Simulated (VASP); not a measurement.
## Si (a cell with a defect): single point with PBEsol

System: Si (a cell with a defect).

```
CELL_PARAMETERS angstrom
0.00000 5.43000 5.43000
5.43000 0.00000 5.43000
5.43000 5.43000 0.00000
ATOMIC_POSITIONS crystal
Si 0.99314 0.99372 0.99572
Si 0.15066 0.15123 0.04725
Si 0.02333 0.02394 0.42917
Si 0.10693 0.10748 0.62157
Si 0.99314 0.51780 0.99571
Si 0.11745 0.62263 0.13767
Si 0.98677 0.50182 0.50995
Si 0.10692 0.66441 0.62157
Si 0.51722 0.99372 0.99572
Si 0.62205 0.11802 0.13768
Si 0.50124 0.98735 0.50996
Si 0.66379 0.10751 0.62156
Si 0.48842 0.48900 0.03395
Si 0.62205 0.62262 0.13768
Si 0.50124 0.50183 0.50996
Si 0.61283 0.61341 0.66073
Si 0.29017 0.29081 0.62860
```

```json
{
 "Program": "VASP 6.6.1",
 "Task": "single point",
 "Functional": "PBEsol",
 "Potentials or basis": "VASP PAW PBE potentials, release 64 (Si)",
 "Cutoff": "520 eV",
 "k mesh": "2 × 2 × 2",
 "Occupations": "fermi-dirac, width 0.02 eV",
 "Spin": "no spin polarisation",
 "Dipole correction": "no",
 "Further INCAR settings": "LREAL = Auto; ALGO = Normal; EDIFF = 1e-06; NBANDS = 48"
}
```

| Property | Result |
| --- | --- |
| Pressure | 2.4 GPa |
| Largest force | 0.076 eV/Å |
| Band gap on the k mesh | zero (bands 34 and 35 overlap by 0.05 eV) |

Forces in eV/Å, atoms in the order of the input:
```
Si   0.001  0.001 -0.001
Si  -0.022 -0.021  0.021
Si   0.001  0.002 -0.001
Si  -0.015 -0.015  0.004
Si   0.001  0.001 -0.001
Si  -0.005  0.014  0.005
Si   0.006  0.017 -0.006
Si  -0.003 -0.015  0.015
Si   0.001  0.000 -0.001
Si   0.013 -0.004  0.004
Si   0.018  0.006 -0.006
Si  -0.015 -0.004  0.015
Si  -0.016 -0.015  0.016
Si  -0.004 -0.004 -0.014
Si   0.006  0.006 -0.017
Si  -0.010 -0.012  0.011
Si   0.043  0.044 -0.043
```

Stress tensor (GPa, compression positive):
```
 2.44 -0.49  0.49
-0.49  2.44  0.49
 0.49  0.49  2.44
```

Levels at points of the mesh, in eV from the Fermi level:
```csv
k point,band 31,band 32,band 33,band 34,band 35,band 36,band 37,band 38
"(0.00, 0.00, 0.00)",-1.10,-0.63,-0.63,-0.42,-0.05,-0.05,0.26,0.26
"(0.50, 0.00, 0.00)",-1.30,-1.27,-0.80,-0.16,0.23,0.69,0.92,1.06
"(0.00, 0.50, 0.00)",-1.30,-1.27,-0.80,-0.16,0.23,0.69,0.92,1.06
"(0.00, 0.00, 0.50)",-1.29,-1.21,-1.21,-0.23,0.38,0.38,1.20,1.20
"(0.50, 0.50, 0.50)",-1.30,-1.27,-0.80,-0.16,0.23,0.69,0.92,1.06
"(0.50, 0.50, 0.00)",-1.80,-1.62,-0.70,0.01,0.42,1.32,1.50,1.60
"(0.00, 0.50, 0.50)",-1.80,-1.62,-0.70,0.01,0.42,1.32,1.50,1.60
"(0.50, 0.00, 0.50)",-1.80,-1.62,-0.70,0.01,0.42,1.32,1.50,1.60
```

Run time: 6.8 min on 1 thread of Intel Xeon 8259CL (shared host), peak memory 0.47 GiB.

Caveat: the k points lie up to 0.50 Å⁻¹ apart; the PAW data sets were made with another functional, which shifts forces and pressure a little.
